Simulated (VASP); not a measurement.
A run of VASP 6.6.1 is set up as follows.

INCAR

```
ALGO = Normal
EDIFF = 1E-7
ENCUT = 520
GGA = PE
ISIF = 2
ISMEAR = 0
LASPH = True
LCHARG = False
LDAU = True
LDAUJ = 0 0 0
LDAUL = -1 2 -1
LDAUPRINT = 1
LDAUTYPE = 2
LDAUU = 0 4 0
LMAXMIX = 4
LREAL = False
LWAVE = False
NBANDS = 28
NELM = 150
PREC = Accurate
SIGMA = 0.02
```

File KPOINTS:

```
k-points
0
Gamma
  8 8 8
```

POSCAR

```
SrTiO3
1.0
    3.9364873115      0.0000000000      0.0000000000
    0.0000000000      3.9364873115      0.0000000000
    0.0000000000      0.0000000000      3.9364873115
Sr Ti O
1 1 3
Direct
    0.0000000000      0.0000000000      0.0000000000
    0.5000000000      0.5000000000      0.5000000000
    0.0000000000      0.5000000000      0.5000000000
    0.5000000000      0.0000000000      0.5000000000
    0.5000000000      0.5000000000      0.0000000000
```

Potentials or basis: VASP PAW PBE potentials, release 64 (Sr_sv, Ti_sv, O).

Command:

```bash
$ cat potpaw_PBE.64/Sr_sv/POTCAR potpaw_PBE.64/Ti_sv/POTCAR potpaw_PBE.64/O/POTCAR > POTCAR
$ mpirun -np 1 vasp_std > vasp.out
```

Question: Estimate the pressure.

Answer: 4.2 GPa.

Question: Estimate the band gap on the k mesh.

Answer: 2.33 eV (least direct gap 2.76 eV).

Eigenvalues of the final occupation matrices:
| site | spin | trace | eigenvalues |
| --- | --- | --- | --- |
| site 2 d | 1 | 0.81 | 0.10 0.10 0.10 0.25 0.25 |
| site 2 d | 2 | 0.81 | 0.10 0.10 0.10 0.25 0.25 |

Caveat: the cell stands under pressure. A k mesh can miss the band edges.
